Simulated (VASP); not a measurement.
# Al (Im-3m) in VASP: notebook, part 2 of 2

VASP 6.6.1.

## Step 5: Single point, PBEsol

This run uses another cell than the first one, of 13.77 Å³/atom.

File INCAR:

```
SYSTEM = Al
PREC     = Accurate       ! precision mode
ENCUT    = 500            ! plane-wave cutoff, eV
EDIFF    = 1E-6           ! SCF threshold, eV
ISMEAR   = -1             ! smearing method
SIGMA    = 0.1            ! smearing width, eV
LREAL    = .False.        ! projectors in reciprocal space
LASPH    = .True.         ! aspherical terms in the spheres
NELM     = 120            ! most SCF steps
ALGO     = Normal         ! electronic algorithm
ISIF     = 2              ! what is computed and relaxed
LWAVE    = .False.        ! write WAVECAR
LCHARG   = .False.        ! write CHGCAR
GGA      = PS             ! functional
NBANDS   = 8              ! bands
GGA_COMPAT= .False.
```

File KPOINTS:

```
regular mesh
0
Gamma
  9 9 9
  0 0 0
```

File POSCAR:

```
Al
1.0
   -1.5098498780      1.5098498780      1.5098498780
    1.5098498780     -1.5098498780      1.5098498780
    1.5098498780      1.5098498780     -1.5098498780
Al
1
Direct
    0.0000000000      0.0000000000      0.0000000000
```

Potentials or basis: VASP PAW PBE potentials, release 64 (Al).

Run with:

```bash
$ cat potpaw_PBE.64/Al/POTCAR > POTCAR
$ mpirun -np 1 vasp_std > vasp.out
```

OUTCAR:

```text
SYSTEM = Al
   PREC = Accurate
   ENCUT = 500
   EDIFF = 1E-6
   ISMEAR = -1
   LREAL = .False.
   LASPH = .True.
   NELM = 120
   ISIF = 2
   GGA = PS

 ion  position               nearest neighbor table
   1  0.000  0.000  0.000-

  LATTYP: Found a body centered cubic cell.
 ALAT       =     3.0196997560

  Lattice vectors:

 A1 = (  -1.5098498780,   1.5098498780,   1.5098498780)
 A2 = (   1.5098498780,  -1.5098498780,   1.5098498780)
[... 442 lines left out ...]
      8      31.2943      0.00000

 [... further k-points ...]

------------------------ aborting loop because EDIFF is reached ----------------------------------------

  FORCE on cell =-STRESS in cart. coord.  units (eV):
  Direction    XX          YY          ZZ          XY          YZ          ZX
  --------------------------------------------------------------------------------------
  -------------------------------------------------------------------------------------
  Total        1.7300566      1.7300566      1.7300566     -0.0000000      0.0000000      0.0000000
  in kB      201.3305100    201.3305100    201.3305100     -0.0000000      0.0000000      0.0000000
  external PRESSURE =     201.3305100 kB  Pullay stress =       0.0000000 kB

 VOLUME and BASIS-vectors are now :
 -----------------------------------------------------------------------------
  energy-cutoff  :      500.00
  volume of cell :       13.77
      direct lattice vectors                 reciprocal lattice vectors
    -1.509849878  1.509849878  1.509849878     0.000000000  0.331158751  0.331158751
     1.509849878 -1.509849878  1.509849878     0.331158751  0.000000000  0.331158751
     1.509849878  1.509849878 -1.509849878     0.331158751  0.331158751  0.000000000

 POSITION                                       TOTAL-FORCE (eV/Angst)
 -----------------------------------------------------------------------------------
      0.00000      0.00000      0.00000        -0.000000      0.000000     -0.000000
 -----------------------------------------------------------------------------------
    total drift:                                0.000000      0.000000     -0.000000

  FREE ENERGIE OF THE ION-ELECTRON SYSTEM (eV)
  ---------------------------------------------------
  free  energy   TOTEN  =        -3.8441702538 eV

  energy  without entropy=       -3.8290676470  energy(sigma->0) =       -3.83661895
```

stdout:

```text
POSCAR found type information on POSCAR Al
 POSCAR found :  1 types and       1 ions
 scaLAPACK will be used
 -----------------------------------------------------------------------------
|                                                                             |
|                                                                             |
|     You enforced a specific xc type in the INCAR file but a different       |
|     I HOPE YOU KNOW WHAT YOU ARE DOING!                                     |
|                                                                             |
 -----------------------------------------------------------------------------

 LDA part: xc-table for (Slater+PW92), standard interpolation
 POSCAR, INCAR and KPOINTS ok, starting setup
 FFT: planning ... GRIDC
 FFT: planning ... GRID_SOFT
 FFT: planning ... GRID
 WAVECAR not read
 entering main loop
```

It took 1.7 s on 1 thread of Intel Xeon 6975P-C (Granite Rapids), shared host; peak memory 0.11 GiB.

Results:

```
Free energy            : -3.8442 eV
Pressure               : 20.1 GPa
Band gap on the k mesh : zero (an odd number of electrons rules out a gap without spin polarisation)
```

Levels at points of the mesh, in eV from the Fermi level:
| k point | band 1 | band 2 | band 3 | band 4 |
| --- | --- | --- | --- | --- |
| (0.00, 0.00, 0.00) | -12.56 | 14.27 | 14.27 | 14.27 |

Caveat: the cell stands under pressure; the PAW data sets were made with another functional, which shifts forces and pressure a little.

## Step 6: Single point, PBEsol

This run uses another cell than the first one, of 12.97 Å³/atom.

File INCAR:

```
PREC = Accurate
ENCUT = 500
EDIFF = 1E-6
ISMEAR = -1
SIGMA = 0.1
LREAL = F
LASPH = T
NELM = 120
ALGO = Normal
ISIF = 2
LWAVE = F
LCHARG = F
GGA = PS
NBANDS = 8
GGA_COMPAT = F
```

File KPOINTS:

```
regular mesh
0
Gamma
  9 9 9
```

File POSCAR:

```
Al
1.0
   -1.4802880249      1.4802880249      1.4802880249
    1.4802880249     -1.4802880249      1.4802880249
    1.4802880249      1.4802880249     -1.4802880249
Al
1
Direct
    0.0000000000      0.0000000000      0.0000000000
```

Potentials or basis: VASP PAW PBE potentials, release 64 (Al).

Run with:

```bash
$ cat potpaw_PBE.64/Al/POTCAR > POTCAR
$ mpirun -np 1 vasp_std > vasp.out
```

Run time: 1.6 s. Hardware: 1 thread of Intel Xeon 6975P-C (Granite Rapids), shared host; peak memory 0.11 GiB.

The run converged. Its results:

```yaml
Free_energy: -3.7208 eV
Pressure: 30.2 GPa
Band_gap_on_the_k_mesh: zero (an odd number of electrons rules out a gap without spin polarisation)
```

Levels at points of the mesh, in eV from the Fermi level:
| k point | band 1 | band 2 | band 3 | band 4 | band 5 |
| --- | --- | --- | --- | --- | --- |
| (0.00, 0.00, 0.00) | -13.02 | 14.67 | 14.67 | 14.67 | 18.15 |

Caveat: the cell stands under pressure; the PAW data sets were made with another functional, which shifts forces and pressure a little.

## Step 7: Summary

```csv
task,cell,gap on the mesh (eV),pressure (GPa)
relaxation of cell and atoms,"relaxed to 20 GPa from a = 2.780 Å, angles 109.5°, 1 atom",none,19.9
relaxation of cell and atoms,"relaxed to 30 GPa from a = 2.780 Å, angles 109.5°, 1 atom",none,30.0
single point,"a = 2.683 Å, angles 109.5°, 1 atom",none,10.1
single point,"a = 2.615 Å, angles 109.5°, 1 atom",none,20.1
single point,"a = 2.564 Å, angles 109.5°, 1 atom",none,30.2
```

Alike in all rows: level PBEsol; potentials or basis VASP PAW PBE potentials, release 64 (Al); no spin polarisation; k mesh 9 × 9 × 9; cutoff (eV) 500; smearing fermi-dirac 0.1 eV.

Caveats: the PAW data sets were made with another functional, which shifts forces and pressure a little; the cell stands under pressure (at least some runs); the cell is relaxed towards a set pressure, so the run minimises the enthalpy, not the energy (at least some runs); the volume moved by over 15 % at a fixed basis, so the end points are rough (at least some runs).

Absolute energies hang on the potentials; compare differences alone.
